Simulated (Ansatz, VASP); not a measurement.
# Two plane-wave programs on WS2

The input INCAR:

```
PREC     = Accurate       # precision mode
ENCUT    = 520            # plane-wave cutoff, eV
EDIFF    = 1E-7           # SCF threshold, eV
ISMEAR   = 0              # smearing method
SIGMA    = 0.02           # smearing width, eV
LREAL    = F              # projectors in reciprocal space
LASPH    = T              # aspherical terms in the spheres
NELM     = 100            # most SCF steps
ALGO     = Normal         # electronic algorithm
ISIF     = 2              # what is computed and relaxed
LWAVE    = F              # write WAVECAR
LCHARG   = F              # write CHGCAR
GGA      = PE             # functional
IVDW     = 12             # dispersion correction
NBANDS   = 35             # bands
```

File KPOINTS:

```
Automatic mesh
0
Gamma
  12 12 4
```

Contents of POSCAR:

```
WS2
1.0
    3.1856920691      0.0000000000      0.0000000000
   -1.5928460345      2.7588902605      0.0000000000
    0.0000000000      0.0000000000     12.1011116446
W S
2 4
Direct
    0.3333333333      0.6666666667      0.7500000284
    0.6666666667      0.3333333333      0.2499999716
    0.3333333333      0.6666666667      0.1207989592
    0.6666666667      0.3333333333      0.6207988881
    0.3333333333      0.6666666667      0.3792011119
    0.6666666667      0.3333333333      0.8792010408
```

Input for Ansatz:

```yaml
crystal:
  lattice:
    - [3.1856920691, 0.0, 0.0]
    - [-1.5928460345, 2.7588902605, 0.0]
    - [0.0, 0.0, 12.1011116446]
  atoms:
    - { symbol: W, position: [0.3333333333, 0.6666666667, 0.7500000284] }
    - { symbol: W, position: [0.6666666667, 0.3333333333, 0.2499999716] }
    - { symbol: S, position: [0.3333333333, 0.6666666667, 0.1207989592] }
    - { symbol: S, position: [0.6666666667, 0.3333333333, 0.6207988881] }
    - { symbol: S, position: [0.3333333333, 0.6666666667, 0.3792011119] }
    - { symbol: S, position: [0.6666666667, 0.3333333333, 0.8792010408] }
basis:
  ecutwfc: 420
kpoints:
  mp_grid: { grid: [12, 12, 4] }
  band_path: { path: [VBM, CBM], npoints: 2 }
hamiltonian:
  xc: pbe
  dispersion: d3bj
scf:
  occupations: { method: gaussian, width: 0.02 }
output:
  forces: true
  stress: true
  eigenvalues: true
checkpoint:
  read: start.run
  write: ck
  compress: false
  write_wavefunctions: false
  write_every: 100000
```

Alike in both runs: task single point; functional PBE; dispersion D3(BJ); k mesh 12 × 12 × 4; occupations gaussian, width 0.02 eV; no spin polarisation.

|  | VASP | Ansatz |
| --- | --- | --- |
| version | VASP 6.6.1 | Ansatz 0.2.0 |
| potentials or method | VASP PAW PBE potentials, release 64 (W_sv, S), cutoff 520 eV | scalar-relativistic, plane waves, PAW |
| valence electrons in the cell | 52 | 52 |

Ansatz gave:

```
gap on the k mesh at the Fermi level (eV)                     : 0.88
least direct gap on the mesh (eV)                             : 1.70
pressure (GPa)                                                : -1.9
traceless stress, the component that is largest in VASP (GPa) : 1.95
```

Question: Estimate VASP's values.

Answer: gap on the k mesh at the Fermi level (eV): 0.89; least direct gap on the mesh (eV): 1.70; pressure (GPa): -2.0; traceless stress, the component that is largest in VASP (GPa): 1.95.

Neither program's run includes spin-orbit coupling.
